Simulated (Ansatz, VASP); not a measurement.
# Two plane-wave programs on Rb2BrCl

```
Cl Br Rb
1.0
     2.39044    1.38012    7.82054
    -2.39044    1.38012    7.82054
     0.00000   -2.76024    7.82054
Cl Br Rb
1 1 2
Direct
  0.00000 0.00000 0.00000
  0.50000 0.50000 0.50000
  0.25399 0.25399 0.25399
  0.74601 0.74601 0.74601
```

Alike in both runs: task single point; functional PBE; k mesh 6 × 6 × 6; occupations fermi-dirac, width 0.02 eV; no spin polarisation.

|  | VASP | Ansatz |
| --- | --- | --- |
| version | VASP 6.6.1 | Ansatz 0.2.0 |
| potentials or method | VASP PAW PBE potentials, release 64 (Cl, Br, Rb_sv) | plane waves, PAW |
| plane-wave cutoff (eV) | 520 | 420 |
| valence electrons in the cell | 32 | 32 |

```tsv
	VASP	Ansatz	Ansatz less VASP
gap on the k mesh at the Fermi level (eV)	4.44	4.44	+0.002
pressure (GPa)	0.6	0.6	-0.02
```
